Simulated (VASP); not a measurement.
# Ag (Im-3m) in VASP: notebook

Ag is run at these levels: PBEsol; tasks: single point.

All numbers are computed with VASP 6.6.1; they aren't measurements. Logs are shortened: lines on timing, memory, paths and dates and some standing lists are left out, and cuts for length are marked.

## (1) The cell of the first run

The structure is cubic, space group Im-3m (No. 229). Conventional cell: a = 3.311 Å, b = 3.311 Å, c = 3.311 Å, α = 90.00°, β = 90.00°, γ = 90.00°. Within 3.8 Å of Ag (site symmetry m-3m) lie 14 Ag at 2.87 to 3.31 Å.

This isn't the form of Ag at room conditions, which is fcc.

## (2) Single point, PBEsol

The input, POSCAR:

```
Ag
1.0
   -1.6556500000      1.6556500000      1.6556500000
    1.6556500000     -1.6556500000      1.6556500000
    1.6556500000      1.6556500000     -1.6556500000
Ag
1
Direct
    0.0000000000      0.0000000000      0.0000000000
```

The input, INCAR.step1:

```
  PREC = Accurate
  ENCUT = 470
  EDIFF = 1E-6
  ISMEAR = -1
  SIGMA = 0.3
  LREAL = False
  LASPH = True
  NELM = 120
  ALGO = Normal
  ISIF = 2
  LWAVE = False
  LCHARG = True
  LMAXMIX = 4
  GGA = PS
  NBANDS = 16
  GGA_COMPAT = False
  NEDOS = 2001
  LORBIT = 11
```

The input, KPOINTS.step1:

```
Automatic mesh
0
Gamma
  7 7 7
```

The input, INCAR.step2:

```
  PREC = Accurate
  ENCUT = 470
  EDIFF = 1E-6
  ISMEAR = -5
  SIGMA = 0.3
  LREAL = False
  LASPH = True
  NELM = 120
  ALGO = Normal
  ISIF = 2
  LWAVE = False
  LCHARG = False
  LMAXMIX = 4
  GGA = PS
  LORBIT = 11
  NBANDS = 16
  NEDOS = 2001
  ICHARG = 11
  GGA_COMPAT = False
```

The input, KPOINTS.step2:

```
Automatic mesh
0
Gamma
  11 11 11
```

Potentials or basis: VASP PAW PBE potentials, release 64 (Ag_sv_GW).

On the command line:

```sh
> cat potpaw_PBE.64/Ag_sv_GW/POTCAR > POTCAR
> cp INCAR.step1 INCAR
> cp KPOINTS.step1 KPOINTS
> mpirun -np 1 vasp_std > vasp.out
> cp INCAR.step2 INCAR
> cp KPOINTS.step2 KPOINTS
> mpirun -np 1 vasp_std > vasp.out
```

OUTCAR:

```text
PREC = Accurate
   ENCUT = 470
   EDIFF = 1E-6
   ISMEAR = -5
   LREAL = False
   LASPH = True
   NELM = 120
   ISIF = 2
   GGA = PS
   LORBIT = 11
   ICHARG = 11

 ion  position               nearest neighbor table
   1  0.000  0.000  0.000-

  LATTYP: Found a body centered cubic cell.
 ALAT       =     3.3113000000

  Lattice vectors:

 A1 = (  -1.6556500000,   1.6556500000,   1.6556500000)
 A2 = (   1.6556500000,  -1.6556500000,   1.6556500000)
 A3 = (   1.6556500000,   1.6556500000,  -1.6556500000)

Analysis of symmetry for initial positions (statically):
=====================================================================
 Subroutine PRICEL returns:
 Original cell was already a primitive cell.

 Routine SETGRP: Setting up the symmetry group for a
 body centered cubic supercell.

 Subroutine GETGRP returns: Found 48 space group operations
 (whereof 48 operations were pure point group operations)
 out of a pool of 48 trial point group operations.

The static configuration has the point symmetry O_h .

Analysis of symmetry for dynamics (positions and initial velocities):
=====================================================================
 Subroutine PRICEL returns:
 Original cell was already a primitive cell.

 Routine SETGRP: Setting up the symmetry group for a
 body centered cubic supercell.

 Subroutine GETGRP returns: Found 48 space group operations
 (whereof 48 operations were pure point group operations)
 out of a pool of 48 trial point group operations.

The dynamic configuration has the point symmetry O_h .

 Subroutine INISYM returns: Found 48 space group operations
 (whereof 48 operations are pure point group operations),
 and found     1 'primitive' translations

----------------------------------------------------------------------------------------

                                     Primitive cell

  volume of cell :      18.1537

  direct lattice vectors                    reciprocal lattice vectors
    -1.655650000  1.655650000  1.655650000     0.000000000  0.301996195  0.301996195
     1.655650000 -1.655650000  1.655650000     0.301996195  0.000000000  0.301996195
     1.655650000  1.655650000 -1.655650000     0.301996195  0.301996195  0.000000000

  length of vectors
     2.867669920  2.867669920  2.867669920     0.427087115  0.427087115  0.427087115

  position of ions in fractional coordinates (direct lattice)
     0.000000000  0.000000000  0.000000000

  ion indices of the primitive-cell ions
   primitive index   ion index
                 1           1

----------------------------------------------------------------------------------------

 KPOINTS: Automatic mesh

Automatic generation of k-mesh.
 Grid dimensions read from file:
 generate k-points for:   11   11   11

 Generating k-lattice:

  Cartesian coordinates                     Fractional coordinates (reciprocal lattice)
     0.000000000  0.027454200  0.027454200     0.090909091  0.000000000  0.000000000
     0.027454200  0.000000000  0.027454200     0.000000000  0.090909091  0.000000000
     0.027454200  0.027454200  0.000000000     0.000000000  0.000000000  0.090909091

  Length of vectors
     0.038826101  0.038826101  0.038826101

  Shift w.r.t. Gamma in fractional coordinates (k-lattice)
     0.000000000  0.000000000  0.000000000

 TETIRR: Found   1471 inequivalent tetrahedra from     7986

 Subroutine IBZKPT returns following result:
 ===========================================

 Found     56 irreducible k-points:

 Following reciprocal coordinates:
            Coordinates               Weight
  0.000000  0.000000  0.000000      1.000000
  0.090909  0.000000  0.000000     12.000000
  0.181818  0.000000  0.000000     12.000000
  0.272727  0.000000  0.000000     12.000000
  0.363636  0.000000  0.000000     12.000000
  0.454545  0.000000  0.000000     12.000000
[... 16 lines left out ...]
  0.272727  0.181818  0.090909     48.000000
  0.363636  0.181818  0.090909     24.000000
 [... further k-points ...]
   k-points           NKPTS =     56   k-points in BZ     NKDIM =     56   number of bands    NBANDS=     16
   number of dos      NEDOS =   2001   number of ions     NIONS =      1
   total plane-waves  NPLWV =   8000
   dimension x,y,z NGX =    20 NGY =   20 NGZ =   20
   dimension x,y,z NGXF=    40 NGYF=   40 NGZF=   40
   ions per type =               1
   NGX,Y,Z   is equivalent  to a cutoff of  11.59, 11.59, 11.59 a.u.
   NGXF,Y,Z  is equivalent  to a cutoff of  23.19, 23.19, 23.19 a.u.
 SYSTEM =  unknown system
   PREC   = accura    normal or accurate (medium, high low for compatibility)
   ISTART =      0    job   : 0-new  1-cont  2-samecut
   ICHARG =     11    charge: 1-file 2-atom 10-const
   ISPIN  =      1    spin polarized calculation?
   LNONCOLLINEAR =      F non collinear calculations
   LSORBIT =      F    spin-orbit coupling
   LASPH  =      T    aspherical Exc in radial PAW
   ENCUT  =  470.0 eV  34.54 Ry    5.88 a.u.   5.07  5.07  5.07*2*pi/ulx,y,z
   NELM   =    120;   NELMIN=  2; NELMDL=  0     # of ELM steps
   EDIFF  = 0.1E-05   stopping-criterion for ELM
   LREAL  =      F    real-space projection
   EDIFFG = 0.1E-04   stopping-criterion for IOM
   NSW    =      0    number of steps for IOM
   IBRION =     -1    ionic relax: 0-MD 1-quasi-New 2-CG
   NFREE  =      0    steps in history (QN), initial steepest desc. (CG)
   ISIF   =      2    stress and relaxation
   ISYM   =      2    0-nonsym 1-usesym 2-fastsym
   POTIM  = 0.5000    time-step for ionic-motion
   TEBEG  =    0.0;   TEEND  =   0.0 temperature during run
   PSTRESS=    0.0 pullay stress
   NELECT =      19.0000    total number of electrons
   NUPDOWN=      -1.0000    fix difference up-down
   EMIN   =  10.00;   EMAX   =-10.00  energy-range for DOS
   EFERMI =   0.00;   METHOD = LEGACY
   ISMEAR =    -5;   SIGMA  =   0.30  broadening in eV -4-tet -1-fermi 0-gaus
   EFERMI_NEDOS =   21; number of points for ismear=-14 and -15
   IALGO  =     38    algorithm
   IMIX   =      4    mixing-type and parameters
     AMIX     =   0.40;   BMIX     =  1.00
     AMIX_MAG =   1.60;   BMIX_MAG =  1.00
  volume/ion in A,a.u.               =      18.15       122.51
  Fermi-wavevector in a.u.,A,eV,Ry     =   1.662152  3.141013 37.589503  2.762751
  Thomas-Fermi vector in A             =   2.749092
   LORBIT       =     11    0 simple, 1 ext, 2 COOP (PROOUT), +10 PAW based schemes
   GGA     = PS    functional components
   LHFCALC =     F    Hartree Fock is set to
   AEXX    =    0.0000 exact exchange contribution
   IVDW    =     0    specifies the selected vdW correction
   LEPSILON=     F    determine dielectric tensor
   LRPA    =     F    only Hartree local field effects (RPA)
 non-spin polarized calculation
 Fermi weights with tetrahedron method with Bloechl corrections
  energy-cutoff  :      470.00
  volume of cell :       18.15
 maximum number of plane-waves:       429

 number of electron      18.9999980 magnetization

 Free energy of the ion-electron system (eV)
  ---------------------------------------------------
  ext. energy  EPLUGINS =         0.00000000
  ---------------------------------------------------
  free energy    TOTEN  =        -1.17619419 eV

  energy without entropy =       -1.17619419  energy(sigma->0) =       -1.17619419

 E-fermi :   6.3532     XC(G=0): -12.3507

 val. band max:        6.2205869738   @ k =  -0.3636   0.4545   0.0909
 cond. band min:       6.4268265641   @ k =  -0.4545   0.4545   0.0909
 fundamental gap:      0.2062395903
 Fermi energy:         6.3531673945

 k-point     1 :       0.0000    0.0000    0.0000
  band No.  band energies     occupation
      1     -85.4206      2.00000
      2     -48.8429      2.00000
      3     -48.8429      2.00000
      4     -48.8428      2.00000
      5      -1.1017      2.00000
      6       1.6413      2.00000
[... 8 lines left out ...]
     15      29.3185      0.00000
     16      29.3312      0.00000

 k-point     2 :       0.0909    0.0000    0.0000
  band No.  band energies     occupation
      1     -85.4192      2.00000
      2     -48.8517      2.00000
      3     -48.8455      2.00000
      4     -48.8418      2.00000
      5      -0.8439      2.00000
      6       1.5815      2.00000
[... 8 lines left out ...]
     15      27.4651      0.00000
     16      27.8550      0.00000

 k-point     3 :       0.1818    0.0000    0.0000
  band No.  band energies     occupation
      1     -85.4162      2.00000
      2     -48.8812      2.00000
      3     -48.8562      2.00000
      4     -48.8411      2.00000
      5      -0.1651      2.00000
      6       1.4236      2.00000
[... 8 lines left out ...]
     15      26.1794      0.00000
     16      27.2324      0.00000

 k-point     4 :       0.2727    0.0000    0.0000
  band No.  band energies     occupation
      1     -85.4122      2.00000
      2     -48.9191      2.00000
      3     -48.8697      2.00000
      4     -48.8405      2.00000
      5       0.4008      2.00000
      6       1.2238      2.00000
[... 8 lines left out ...]
     15      26.0459      0.00000
     16      28.6033      0.00000

 k-point     5 :       0.3636    0.0000    0.0000
  band No.  band energies     occupation
      1     -85.4085      2.00000
      2     -48.9530      2.00000
      3     -48.8820      2.00000
      4     -48.8397      2.00000
      5       0.4022      2.00000
      6       1.0471      2.00000
[... 8 lines left out ...]
     15      26.2495      0.00000
     16      30.6407      0.00000

 k-point     6 :       0.4545    0.0000    0.0000
  band No.  band energies     occupation
      1     -85.4065      2.00000
      2     -48.9748      2.00000
      3     -48.8902      2.00000
      4     -48.8403      2.00000
      5       0.2930      2.00000
      6       0.9446      2.00000
[... 8 lines left out ...]
     15      26.4822      0.00000
     16      30.0401      0.00000

 k-point     7 :       0.0909    0.0909    0.0000
  band No.  band energies     occupation
      1     -85.4172      2.00000
      2     -48.8726      2.00000
      3     -48.8495      2.00000
      4     -48.8445      2.00000
      5      -0.3643      2.00000
      6       1.5238      2.00000
[... 8 lines left out ...]
     15      26.9386      0.00000
     16      28.0537      0.00000

 k-point     8 :       0.1818    0.0909    0.0000
  band No.  band energies     occupation
      1     -85.4136      2.00000
      2     -48.9043      2.00000
      3     -48.8617      2.00000
      4     -48.8446      2.00000
      5       0.3491      2.00000
      6       1.3581      2.00000
[... 8 lines left out ...]
     15      27.5599      0.00000
     16      28.0126      0.00000

 k-point     9 :       0.2727    0.0909    0.0000
  band No.  band energies     occupation
      1     -85.4099      2.00000
      2     -48.9385      2.00000
      3     -48.8775      2.00000
      4     -48.8448      2.00000
      5       0.5762      2.00000
      6       1.1629      2.00000
[... 8 lines left out ...]
     15      27.7866      0.00000
     16      28.8411      0.00000
[... 172 lines left out ...]
 k-point    19 :       0.2727    0.0909    0.0909
  band No.  band energies     occupation
      1     -85.4080      2.00000
      2     -48.9514      2.00000
      3     -48.8827      2.00000
      4     -48.8504      2.00000
      5       0.7215      2.00000
      6       1.0429      2.00000
[... 8 lines left out ...]
     15      29.5115      0.00000
     16      31.1278      0.00000

 k-point    20 :       0.3636    0.0909    0.0909
  band No.  band energies     occupation
      1     -85.4062      2.00000
      2     -48.9641      2.00000
      3     -48.8937      2.00000
      4     -48.8503      2.00000
      5       0.5891      2.00000
      6       0.9584      2.00000
[... 8 lines left out ...]
     15      29.4307      0.00000
     16      30.5745      0.00000

 k-point    21 :      -0.0909    0.0909    0.0909
  band No.  band energies     occupation
      1     -85.4181      2.00000
      2     -48.8541      2.00000
      3     -48.8494      2.00000
      4     -48.8494      2.00000
      5      -0.5913      2.00000
      6       1.6702      2.00000
[... 8 lines left out ...]
     15      27.4221      0.00000
     16      27.4221      0.00000

 k-point    22 :       0.1818    0.1818    0.0909
  band No.  band energies     occupation
      1     -85.4084      2.00000
      2     -48.9457      2.00000
      3     -48.8755      2.00000
      4     -48.8583      2.00000
      5       0.9629      2.00000
      6       1.2050      2.00000
[... 8 lines left out ...]
     15      30.8234      0.00000
     16      31.4878      0.00000

 k-point    23 :       0.2727    0.1818    0.0909
  band No.  band energies     occupation
      1     -85.4064      2.00000
      2     -48.9522      2.00000
      3     -48.8943      2.00000
      4     -48.8613      2.00000
      5       0.8628      2.00000
      6       1.1274      2.00000
[... 8 lines left out ...]
     15      30.5844      0.00000
     16      31.8796      0.00000

 k-point    24 :       0.3636    0.1818    0.0909
  band No.  band energies     occupation
      1     -85.4056      2.00000
      2     -48.9529      2.00000
      3     -48.9037      2.00000
      4     -48.8618      2.00000
      5       0.8157      2.00000
      6       1.0899      2.00000
[... 8 lines left out ...]
     15      30.4438      0.00000
     16      31.8979      0.00000

 [... further k-points ...]

------------------------ aborting loop because EDIFF is reached ----------------------------------------

  FORCE on cell =-STRESS in cart. coord.  units (eV):
  Direction    XX          YY          ZZ          XY          YZ          ZX
  --------------------------------------------------------------------------------------
  -------------------------------------------------------------------------------------
  Total       -1.1878649     -1.1878649     -1.1878649      0.0000000      0.0000000     -0.0000000
  in kB     -104.8363830   -104.8363830   -104.8363830      0.0000000      0.0000000     -0.0000000
  external PRESSURE =    -104.8363830 kB  Pullay stress =       0.0000000 kB

 VOLUME and BASIS-vectors are now :
 -----------------------------------------------------------------------------
  energy-cutoff  :      470.00
  volume of cell :       18.15
      direct lattice vectors                 reciprocal lattice vectors
    -1.655650000  1.655650000  1.655650000     0.000000000  0.301996195  0.301996195
     1.655650000 -1.655650000  1.655650000     0.301996195  0.000000000  0.301996195
     1.655650000  1.655650000 -1.655650000     0.301996195  0.301996195  0.000000000

 POSITION                                       TOTAL-FORCE (eV/Angst)
 -----------------------------------------------------------------------------------
      0.00000      0.00000      0.00000        -0.000000      0.000000      0.000000
 -----------------------------------------------------------------------------------
    total drift:                               -0.000000     -0.000000     -0.000000

  FREE ENERGIE OF THE ION-ELECTRON SYSTEM (eV)
  ---------------------------------------------------
  free  energy   TOTEN  =        -1.1761941942 eV

  energy  without entropy=       -1.1761941942  energy(sigma->0) =       -1.17619419

 total charge

# of ion       s       p       d       f       tot
--------------------------------------------------
    1        2.174   6.080   8.465   0.004  16.724
```

Wall time 25 s (1 thread of AMD EPYC 7R43 (Zen 3), shared host); peak memory 0.1 GiB.

Results:

* Valence electrons inside the program's atomic spheres: Ag 16.72

Levels at points of the mesh, in eV from the Fermi level:
| k point | band 8 | band 9 | band 10 | band 11 | band 12 | band 13 |
| --- | --- | --- | --- | --- | --- | --- |
| (0.00, 0.00, 0.00) | -4.71 | -3.49 | -3.49 | 17.48 | 17.48 | 17.48 |

Caveat: the k points lie up to 0.38 Å⁻¹ apart; so wide a smearing shifts energies and pressures; the PAW data sets were made with another functional, which shifts forces and pressure a little.

## (3) Single point, PBEsol

POSCAR is that of step 2.

The input, INCAR.step1:

```
SYSTEM = Ag
PREC = Accurate ; ENCUT = 470
EDIFF = 1E-6 ; ISMEAR = -1
SIGMA = 0.3 ; LREAL = .False.
LASPH = .True. ; NELM = 120
ALGO = Normal ; ISIF = 2
LWAVE = .False. ; LCHARG = .True.
LMAXMIX = 4 ; GGA = PS
NBANDS = 16 ; GGA_COMPAT = .False.
NEDOS = 2001 ; LORBIT = 11
```

The input, KPOINTS.step1:

```
Automatic mesh
0
Gamma
  7 7 7
  0 0 0
```

The input, INCAR.step2:

```
SYSTEM = Ag
PREC = Accurate ; ENCUT = 470
EDIFF = 1E-6 ; ISMEAR = -5
SIGMA = 0.3 ; LREAL = .False.
LASPH = .True. ; NELM = 120
ALGO = Normal ; ISIF = 2
LWAVE = .False. ; LCHARG = .False.
LMAXMIX = 4 ; GGA = PS
LORBIT = 10 ; NBANDS = 16
NEDOS = 1001 ; ICHARG = 11
GGA_COMPAT = .False.
```

The input, KPOINTS.step2:

```
Automatic mesh
0
Gamma
  11 11 11
  0 0 0
```

Potentials or basis: VASP PAW PBE potentials, release 64 (Ag_sv_GW).

On the command line:

```sh
> cat potpaw_PBE.64/Ag_sv_GW/POTCAR > POTCAR
> cp INCAR.step1 INCAR
> cp KPOINTS.step1 KPOINTS
> mpirun -np 1 vasp_std > vasp.out
> cp INCAR.step2 INCAR
> cp KPOINTS.step2 KPOINTS
> mpirun -np 1 vasp_std > vasp.out
```

It took 18 s on 1 thread of Intel Xeon 6975P-C (Granite Rapids), shared host; peak memory 0.14 GiB.

Results (log left out):

| Property | Result |
| --- | --- |
| Valence electrons inside the program's atomic spheres | Ag 16.72 |

Levels at points of the mesh, in eV from the Fermi level:
```csv
k point,band 6,band 7,band 8,band 9,band 10,band 11,band 12,band 13,band 14,band 15
"(0.00, 0.00, 0.00)",-4.71,-4.71,-4.71,-3.49,-3.49,17.48,17.48,17.48,22.97,22.97
```

Caveat: the k points lie up to 0.38 Å⁻¹ apart; so wide a smearing shifts energies and pressures; the PAW data sets were made with another functional, which shifts forces and pressure a little.
